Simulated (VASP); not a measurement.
# AlRu (P4/mmm) in VASP: a series of runs, part 2 of 2

VASP 6.6.1. Earlier steps stand in the parts before.

**5. Single point, PBEsol (strain +0.0150 x Voigt [0, 0, 1, 0, 0, 0])**

Contents of INCAR:

```
PREC     = Accurate       # precision mode
ENCUT    = 520            # plane-wave cutoff, eV
EDIFF    = 1E-6           # SCF threshold, eV
ISMEAR   = 0              # smearing method
SIGMA    = 0.15           # smearing width, eV
LREAL    = False          # projectors in reciprocal space
LASPH    = True           # aspherical terms in the spheres
NELM     = 80             # most SCF steps
ALGO     = Fast           # electronic algorithm
ISIF     = 2              # what is computed and relaxed
LWAVE    = False          # write WAVECAR
LCHARG   = False          # write CHGCAR
GGA      = PS             # functional
NBANDS   = 16             # bands
```

Contents of KPOINTS:

```
regular mesh
0
Gamma
  16 16 16
```

Contents of POSCAR:

```
AlRu
1.0
    2.9916000000      0.0000000000      0.0000000000
    0.0000000000      2.9916000000      0.0000000000
    0.0000000000      0.0000000000      3.0364740000
Al Ru
1 1
Direct
    0.0000000000      0.0000000000      0.0000000000
    0.5000000000      0.5000000000      0.5000000000
```

Potentials or basis: VASP PAW PBE potentials, release 64 (Al, Ru_pv).

Started as:

```sh
cat potpaw_PBE.64/Al/POTCAR potpaw_PBE.64/Ru_pv/POTCAR > POTCAR
mpirun -np 1 vasp_std > vasp.out
```

OUTCAR:

```text
PREC = Accurate
   ENCUT = 520
   EDIFF = 1E-6
   ISMEAR = 0
   LREAL = False
   LASPH = True
   NELM = 80
   ISIF = 2
   GGA = PS

 ion  position               nearest neighbor table
   1  0.000  0.000  0.000-   2 2.60   2 2.60   2 2.60   2 2.60   2 2.60   2 2.60   2 2.60   2 2.60

   2  0.500  0.500  0.500-   1 2.60   1 2.60   1 2.60   1 2.60   1 2.60   1 2.60   1 2.60   1 2.60

  LATTYP: Found a simple tetragonal cell.
 ALAT       =     2.9916000000
 C/A-ratio  =     1.0150000000

  Lattice vectors:

 A1 = (   2.9916000000,   0.0000000000,   0.0000000000)
 A2 = (   0.0000000000,   2.9916000000,   0.0000000000)
 A3 = (   0.0000000000,   0.0000000000,   3.0364740000)

Analysis of symmetry for initial positions (statically):
=====================================================================
 Subroutine PRICEL returns:
 Original cell was already a primitive cell.

 Routine SETGRP: Setting up the symmetry group for a
 simple tetragonal supercell.

 Subroutine GETGRP returns: Found 16 space group operations
 (whereof 16 operations were pure point group operations)
 out of a pool of 16 trial point group operations.
[... 164 lines left out ...]

 E-fermi :  10.4072     XC(G=0): -12.6104

 val. band max:       10.4066621273   @ k =   0.1250   0.0625   0.3125
 cond. band min:      10.4081881169   @ k =   0.3750   0.3125   0.3750
 fundamental gap:      0.0015259896
 Fermi energy:        10.4072009588

 k-point     1 :       0.0000    0.0000    0.0000
  band No.  band energies     occupation
      1     -31.3281      2.00000
      2     -31.3114      2.00000
      3     -31.3114      2.00000
      4       0.7921      2.00000
      5       6.8735      2.00000
      6       6.8804      2.00000
[... 433 lines left out ...]
      3     -31.3073      2.00000
      4       4.9319      2.00000
      5       4.9391      2.00000
      6       7.8482      2.00000
[... 8 lines left out ...]
     15      22.3976      0.00000
     16      22.4776      0.00000

 [... further k-points ...]

------------------------ aborting loop because EDIFF is reached ----------------------------------------

  FORCE on cell =-STRESS in cart. coord.  units (eV):
  Direction    XX          YY          ZZ          XY          YZ          ZX
  --------------------------------------------------------------------------------------
  -------------------------------------------------------------------------------------
  Total       -0.9116282     -0.9116282     -1.3168132      0.0000000      0.0000000      0.0000000
  in kB      -53.7466921    -53.7466921    -77.6351063      0.0000000      0.0000000      0.0000000
  external PRESSURE =     -61.7094968 kB  Pullay stress =       0.0000000 kB

 VOLUME and BASIS-vectors are now :
 -----------------------------------------------------------------------------
  energy-cutoff  :      520.00
  volume of cell :       27.18
      direct lattice vectors                 reciprocal lattice vectors
     2.991600000  0.000000000  0.000000000     0.334269287  0.000000000  0.000000000
     0.000000000  2.991600000  0.000000000     0.000000000  0.334269287  0.000000000
     0.000000000  0.000000000  3.036474000     0.000000000  0.000000000  0.329329347

 POSITION                                       TOTAL-FORCE (eV/Angst)
 -----------------------------------------------------------------------------------
      0.00000      0.00000      0.00000         0.000000      0.000000      0.000000
      1.49580      1.49580      1.51824         0.000000      0.000000      0.000000
 -----------------------------------------------------------------------------------
    total drift:                                0.000000     -0.000000     -0.000000

  FREE ENERGIE OF THE ION-ELECTRON SYSTEM (eV)
  ---------------------------------------------------
  free  energy   TOTEN  =       -15.5096571564 eV

  energy  without entropy=      -15.4902287575  energy(sigma->0) =      -15.49994296
```

stdout:

```text
POSCAR found type information on POSCAR AlRu
 POSCAR found :  2 types and       2 ions
 scaLAPACK will be used
 -----------------------------------------------------------------------------
|                                                                             |
|                                                                             |
|     You enforced a specific xc type in the INCAR file but a different       |
|     I HOPE YOU KNOW WHAT YOU ARE DOING!                                     |
|                                                                             |
 -----------------------------------------------------------------------------

 LDA part: xc-table for (Slater+PW92), standard interpolation
 POSCAR, INCAR and KPOINTS ok, starting setup
 FFT: planning ... GRIDC
 FFT: planning ... GRID_SOFT
 FFT: planning ... GRID
 WAVECAR not read
 entering main loop
WARNING in EDDRMM: call to ZHEGV failed, returncode =   8  4     15
```

Run time: 39 s. Hardware: 1 thread of Intel Xeon 6975P-C (Granite Rapids), shared host; peak memory 0.27 GiB.

Results:

```
Free energy : -15.5097 eV
Pressure    : -6.2 GPa
```

Stress tensor (GPa, compression positive):
```
-5.37  0.00  0.00
 0.00 -5.37  0.00
 0.00  0.00 -7.76
```

Caveat: the cell differs from its parent crystal (strain +0.0150 x Voigt [0, 0, 1, 0, 0, 0]); the PAW data sets were made with another functional, which shifts forces and pressure a little.

**6. Summary**

```csv
cell,gap on the mesh (eV),pressure (GPa)
"a = 2.992, b = 2.992, c = 2.977 Å, 2 atoms",none,-2.2
"a = 2.992, b = 2.992, c = 3.007 Å, 2 atoms",none,-4.2
"a = 2.992, b = 2.992, c = 3.022 Å, 2 atoms",none,-5.2
"a = 2.992, b = 2.992, c = 3.036 Å, 2 atoms",none,-6.2
```

Alike in all rows: task single point; level PBEsol; potentials or basis VASP PAW PBE potentials, release 64 (Al, Ru_pv); no spin polarisation; k mesh 16 × 16 × 16; cutoff (eV) 520; smearing gaussian 0.15 eV.

Caveats: the PAW data sets were made with another functional, which shifts forces and pressure a little.

Total energies depend on the potentials used, so only differences within one code and one set of settings carry meaning.
